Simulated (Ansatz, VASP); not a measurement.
**AlAs: VASP beside Ansatz**

Contents of INCAR:

```
  ALGO = Normal
  EDIFF = 1E-6
  ENCUT = 500
  GGA = PS
  GGA_COMPAT = False
  ISIF = 2
  ISMEAR = 0
  LASPH = True
  LCHARG = True
  LELF = True
  LREAL = False
  LVHAR = True
  LWAVE = False
  NBANDS = 11
  NELM = 120
  PREC = Accurate
  SIGMA = 0.02
```

The input KPOINTS:

```
k-points
0
Gamma
  8 8 8
```

File POSCAR:

```
AlAs
1.0
    0.0000000000      2.8866372979      2.8866372979
    2.8866372979      0.0000000000      2.8866372979
    2.8866372979      2.8866372979      0.0000000000
Al As
1 1
Direct
    0.0000000000      0.0000000000      0.0000000000
    0.7500000000      0.7500000000      0.7500000000
```

Input for Ansatz:

```yaml
crystal:
  lattice:
    - [0.0, 2.8866372979, 2.8866372979]
    - [2.8866372979, 0.0, 2.8866372979]
    - [2.8866372979, 2.8866372979, 0.0]
  atoms:
    - { symbol: Al, position: [0.0, 0.0, 0.0] }
    - { symbol: As, position: [0.75, 0.75, 0.75] }
basis:
  ecutwfc: 420
kpoints:
  mp_grid: { grid: [8, 8, 8] }
hamiltonian:
  xc: pbesol
scf:
  occupations: { method: gaussian, width: 0.02 }
output:
  forces: true
  stress: true
  eigenvalues: true
```

Alike in both runs: task single point; functional PBEsol; k mesh 8 × 8 × 8; occupations gaussian, width 0.02 eV; no spin polarisation.

|  | VASP | Ansatz |
| --- | --- | --- |
| version | VASP 6.6.1 | Ansatz 0.2.0 |
| potentials or method | VASP PAW PBE potentials, release 64 (Al, As), cutoff 500 eV | scalar-relativistic, plane waves, PAW |
| valence electrons in the cell | 8 | 18 |

```tsv
	VASP	Ansatz	Ansatz less VASP
gap on the k mesh at the Fermi level (eV)	1.42	1.43	+0.010
least direct gap on the mesh (eV)	1.53	1.51	-0.015
pressure (GPa)	-3.1	-3.3	-0.21
```

VASP's potentials were made for PBE, not for PBEsol. The functional is the same, so the differences come from potentials, cutoffs and numerics. VASP's potentials hold 8 valence electrons a cell and Ansatz's 18, so a difference there can come from the potentials and not from the codes.
